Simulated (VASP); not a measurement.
# BiTe: single point with PBE

Crystal: BiTe.

```
CELL_PARAMETERS angstrom
0.00000 3.62276 3.62276
3.62276 0.00000 3.62276
3.62276 3.62276 0.00000
ATOMIC_POSITIONS crystal
Bi 0.00000 0.00000 0.00000
Te 0.25000 0.25000 0.25000
```

```yaml
Program: VASP 6.6.1
Task: single point
Functional: PBE
Potentials_or_basis: VASP PAW PBE potentials, release 64 (Bi_d, Te)
Cutoff: 520 eV
k_mesh: 8 × 8 × 8
Occupations: gaussian, width 0.05 eV
Spin: no spin polarisation
```

| Quantity | Value |
| --- | --- |
| Pressure | 0.0 GPa |

Levels at points of the mesh, in eV from the Fermi level:
```csv
k point,band 9,band 10,band 11,band 12,band 13,band 14
"(0.00, 0.00, 0.00)",-2.73,-2.73,-0.17,-0.17,-0.17,3.01
"(0.50, 0.00, 0.00)",-3.33,-3.33,0.74,0.74,2.12,4.83
"(0.50, 0.50, 0.00)",-4.01,-1.86,-0.99,2.66,2.66,4.68
```

Run time: 39 s on 1 thread of Intel(R) Xeon(R) Platinum 8259CL CPU @ 2.50GHz (Skylake/Cascade Lake), with other jobs on the host, peak memory 0.25 GiB.

Caveat: spin-orbit coupling is left out, which moves the levels of the heavy elements.
